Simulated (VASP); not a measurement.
# Si2Mo (I4/mmm) in VASP: single point with PBE

Aim: the single point of Si2Mo with PBE.

Everything below comes from runs of VASP 6.6.1. Logs are shortened: lines on timing, memory, paths and dates and some standing lists are left out, and cuts for length are marked.

## Step 1: The cell of the first run

It takes space group I4/mmm (No. 139, tetragonal). Conventional cell: a = 3.200 Å, b = 3.200 Å, c = 8.018 Å, α = 90.00°, β = 90.00°, γ = 90.00°. Within 3.5 Å of Si (site symmetry 4mm) lie 5 Mo at 2.62 to 2.69 Å and 9 Si at 2.64 to 3.20 Å. Within 3.5 Å of Mo (site symmetry 4/mmm) lie 10 Si at 2.62 to 2.69 Å and 4 Mo at 3.20 Å.

## Step 2: Single point, PBE (z stretched by +2 %, then relaxed in part)

INCAR

```
ALGO     = Normal         # electronic algorithm
EDIFF    = 1E-6           # SCF threshold, eV
ENCUT    = 520            # plane-wave cutoff, eV
GGA      = PE             # functional
ISIF     = 2              # what is computed and relaxed
ISMEAR   = -1             # smearing method
LASPH    = True           # aspherical terms in the spheres
LCHARG   = True           # write CHGCAR
LELF     = True           # ELF
LREAL    = False          # projectors in reciprocal space
LVHAR    = True         
LWAVE    = False          # write WAVECAR
NBANDS   = 18             # bands
NELM     = 80             # most SCF steps
PREC     = Accurate       # precision mode
SIGMA    = 0.05           # smearing width, eV
```

KPOINTS

```
k-points
0
Gamma
  20 20 20
```

POSCAR

```
Si2Mo
1.0
   -1.6000000000      1.6000000000      4.0091100000
    1.6000000000     -1.6000000000      4.0091100000
    1.6000000000      1.6000000000     -4.0091100000
Si Mo
2 1
Direct
    0.3353799680      0.3353799680      0.0000000000
    0.6646200320      0.6646200320      0.0000000000
    0.0000000000      0.0000000000      0.0000000000
```

Potentials or basis: VASP PAW PBE potentials, release 64 (Si, Mo_sv).

Launch:

```bash
$ cat potpaw_PBE.64/Si/POTCAR potpaw_PBE.64/Mo_sv/POTCAR > POTCAR
$ mpirun -np 1 vasp_std > vasp.out
```

OUTCAR:

```text
EDIFF = 1E-6
   ENCUT = 520
   GGA = PE
   ISIF = 2
   ISMEAR = -1
   LASPH = True
   LREAL = False
   NELM = 80
   PREC = Accurate

 ion  position               nearest neighbor table
   1  0.335  0.335  0.000-   3 2.62   3 2.62   3 2.62   3 2.62   2 2.64   2 2.64   2 2.64   2 2.64
                             2 2.64   3 2.69
   2  0.665  0.665  0.000-   3 2.62   3 2.62   3 2.62   3 2.62   1 2.64   1 2.64   1 2.64   1 2.64
                             1 2.64   3 2.69
   3  0.000  0.000  0.000-   1 2.62   2 2.62   2 2.62   2 2.62   2 2.62   1 2.62   1 2.62   1 2.62
                             1 2.69   2 2.69

  LATTYP: Found a body centered tetragonal cell.
 ALAT       =     3.2000000000
 C/A-ratio  =     2.5056937500

  Lattice vectors:

 A1 = (  -1.6000000000,   1.6000000000,   4.0091100000)
 A2 = (   1.6000000000,  -1.6000000000,   4.0091100000)
 A3 = (   1.6000000000,   1.6000000000,  -4.0091100000)

Analysis of symmetry for initial positions (statically):
=====================================================================
 Subroutine PRICEL returns:
 Original cell was already a primitive cell.

 Routine SETGRP: Setting up the symmetry group for a
 body centered tetragonal supercell.

 Subroutine GETGRP returns: Found 16 space group operations
 (whereof 16 operations were pure point group operations)
 out of a pool of 16 trial point group operations.

The static configuration has the point symmetry D_4h.

Analysis of symmetry for dynamics (positions and initial velocities):
=====================================================================
 Subroutine PRICEL returns:
 Original cell was already a primitive cell.

 Routine SETGRP: Setting up the symmetry group for a
 body centered tetragonal supercell.

 Subroutine GETGRP returns: Found 16 space group operations
 (whereof 16 operations were pure point group operations)
 out of a pool of 16 trial point group operations.

The dynamic configuration has the point symmetry D_4h.

 Subroutine INISYM returns: Found 16 space group operations
 (whereof 16 operations are pure point group operations),
 and found     1 'primitive' translations

----------------------------------------------------------------------------------------

                                     Primitive cell

  volume of cell :      41.0533

[... 80 lines left out ...]
 SYSTEM =  unknown system
   PREC   = accura    normal or accurate (medium, high low for compatibility)
   ISTART =      0    job   : 0-new  1-cont  2-samecut
   ICHARG =      2    charge: 1-file 2-atom 10-const
   ISPIN  =      1    spin polarized calculation?
   LNONCOLLINEAR =      F non collinear calculations
   LSORBIT =      F    spin-orbit coupling
   LASPH  =      T    aspherical Exc in radial PAW
   ENCUT  =  520.0 eV  38.22 Ry    6.18 a.u.   8.56  8.56  8.56*2*pi/ulx,y,z
   NELM   =     80;   NELMIN=  2; NELMDL= -5     # of ELM steps
   EDIFF  = 0.1E-05   stopping-criterion for ELM
   LREAL  =      F    real-space projection
   EDIFFG = 0.1E-04   stopping-criterion for IOM
   NSW    =      0    number of steps for IOM
   IBRION =     -1    ionic relax: 0-MD 1-quasi-New 2-CG
   NFREE  =      0    steps in history (QN), initial steepest desc. (CG)
   ISIF   =      2    stress and relaxation
   ISYM   =      2    0-nonsym 1-usesym 2-fastsym
   POTIM  = 0.5000    time-step for ionic-motion
   TEBEG  =    0.0;   TEEND  =   0.0 temperature during run
   PSTRESS=    0.0 pullay stress
   NELECT =      22.0000    total number of electrons
   NUPDOWN=      -1.0000    fix difference up-down
   EMIN   =  10.00;   EMAX   =-10.00  energy-range for DOS
   EFERMI =   0.00;   METHOD = LEGACY
   ISMEAR =    -1;   SIGMA  =   0.05  broadening in eV -4-tet -1-fermi 0-gaus
   EFERMI_NEDOS =   21; number of points for ismear=-14 and -15
   IALGO  =     38    algorithm
   IMIX   =      4    mixing-type and parameters
     AMIX     =   0.40;   BMIX     =  1.00
     AMIX_MAG =   1.60;   BMIX_MAG =  1.00
  volume/ion in A,a.u.               =      13.68        92.35
  Fermi-wavevector in a.u.,A,eV,Ry     =   1.329739  2.512842 24.057901  1.768206
  Thomas-Fermi vector in A             =   2.458879
   LORBIT       =      0    0 simple, 1 ext, 2 COOP (PROOUT), +10 PAW based schemes
   GGA     = PE    functional components
   LHFCALC =     F    Hartree Fock is set to
   AEXX    =    0.0000 exact exchange contribution
   IVDW    =     0    specifies the selected vdW correction
   LEPSILON=     F    determine dielectric tensor
   LRPA    =     F    only Hartree local field effects (RPA)
 non-spin polarized calculation
  energy-cutoff  :      520.00
  volume of cell :       41.05
 maximum number of plane-waves:      1130
   NGX = 17   NGY = 17   NGZ = 17

 number of electron      22.0000001 magnetization

 Free energy of the ion-electron system (eV)
  ---------------------------------------------------
  ext. energy  EPLUGINS =         0.00000000
  ---------------------------------------------------
  free energy    TOTEN  =       -23.24346911 eV

  energy without entropy =      -23.24122704  energy(sigma->0) =      -23.24234808

 E-fermi :  12.0077     XC(G=0): -12.3347

 val. band max:       12.0076389644   @ k =   0.5000   0.5000   0.3000
 cond. band min:      12.0293390052   @ k =  -0.4000   0.4500   0.3500
 fundamental gap:      0.0217000408
 Fermi energy:        12.0076720063

 k-point     1 :       0.0000    0.0000    0.0000
  band No.  band energies     occupation
      1     -48.7738      2.00000
      2     -22.9260      2.00000
      3     -22.8299      2.00000
      4     -22.8299      2.00000
      5      -1.3095      2.00000
      6       5.6601      2.00000
[... 481 lines left out ...]
      5       0.7121      2.00000
      6       4.4889      2.00000
[... 10 lines left out ...]
     17      18.9413      0.00000
     18      20.6612      0.00000

 [... further k-points ...]
[... 5 lines left out ...]
  --------------------------------------------------------------------------------------
  -------------------------------------------------------------------------------------
  Total        0.3124065      0.3124065     -1.8974065      0.0000000      0.0000000      0.0000000
  in kB       12.1922180     12.1922180    -74.0496557      0.0000000      0.0000000      0.0000000
  external PRESSURE =     -16.5550733 kB  Pullay stress =       0.0000000 kB

 VOLUME and BASIS-vectors are now :
 -----------------------------------------------------------------------------
  energy-cutoff  :      520.00
  volume of cell :       41.05
      direct lattice vectors                 reciprocal lattice vectors
    -1.600000000  1.600000000  4.009110000     0.000000000  0.312500000  0.124715959
     1.600000000 -1.600000000  4.009110000     0.312500000  0.000000000  0.124715959
     1.600000000  1.600000000 -4.009110000     0.312500000  0.312500000  0.000000000

 POSITION                                       TOTAL-FORCE (eV/Angst)
 -----------------------------------------------------------------------------------
      0.00000      0.00000      2.68915         0.000000      0.000000      0.009025
      0.00000      0.00000      5.32907        -0.000000     -0.000000     -0.009025
      0.00000      0.00000      0.00000        -0.000000     -0.000000     -0.000000
 -----------------------------------------------------------------------------------
    total drift:                               -0.000000     -0.000000     -0.000000

  FREE ENERGIE OF THE ION-ELECTRON SYSTEM (eV)
  ---------------------------------------------------
  free  energy   TOTEN  =       -23.2434691090 eV

  energy  without entropy=      -23.2412270428  energy(sigma->0) =      -23.24234808
```

OSZICAR:

```text
N       E                     dE             d eps       ncg     rms          rms(c)
DAV:   1     0.120394742465E+03    0.12039E+03   -0.11240E+04 23108   0.116E+03
DAV:   2    -0.210200596835E+02   -0.14141E+03   -0.13866E+03 27530   0.297E+02
DAV:   3    -0.241366950429E+02   -0.31166E+01   -0.30880E+01 28978   0.391E+01
DAV:   4    -0.241546267329E+02   -0.17932E-01   -0.17913E-01 27054   0.321E+00
DAV:   5    -0.241547503441E+02   -0.12361E-03   -0.12360E-03 26932   0.284E-01    0.205E+01
DAV:   6    -0.234236265294E+02    0.73112E+00   -0.60880E+00 24332   0.157E+01    0.441E+00
DAV:   7    -0.232809095482E+02    0.14272E+00   -0.10493E+00 24062   0.594E+00    0.430E+00
DAV:   8    -0.232444163561E+02    0.36493E-01   -0.11101E-01 24938   0.242E+00    0.489E-01
DAV:   9    -0.232435423386E+02    0.87402E-03   -0.23709E-03 28102   0.379E-01    0.256E-01
DAV:  10    -0.232434851205E+02    0.57218E-04   -0.64240E-04 25624   0.207E-01    0.566E-02
DAV:  11    -0.232434731233E+02    0.11997E-04   -0.20527E-04 25076   0.105E-01    0.442E-02
DAV:  12    -0.232434695370E+02    0.35863E-05   -0.26426E-05 24630   0.362E-02    0.942E-03
DAV:  13    -0.232434691090E+02    0.42803E-06   -0.82808E-07 13296   0.789E-03
   1 F= -.23243469E+02 E0= -.23242348E+02  d E =-.224207E-02
```

It took 12 min on 1 thread of Oxide Virtual Turin-like, shared host; peak memory 0.52 GiB.

What came out:

* Free energy: -23.2435 eV
* Pressure: -1.7 GPa
* Largest force: 0.009 eV/Å
* Band gap on the k mesh: zero (bands 11 and 12 overlap by 0.88 eV)

Forces on the atoms (eV/Å):
```
Si   0.000  0.000  0.009
Si   0.000  0.000 -0.009
Mo   0.000  0.000  0.000
```

Caveat: the cell differs from its parent crystal (z stretched by +2 %, then relaxed in part); the stress differs along the axes, from -7 to 1 GPa.

The gap in the log of VASP goes by the Fermi energy; the results here count the filled bands.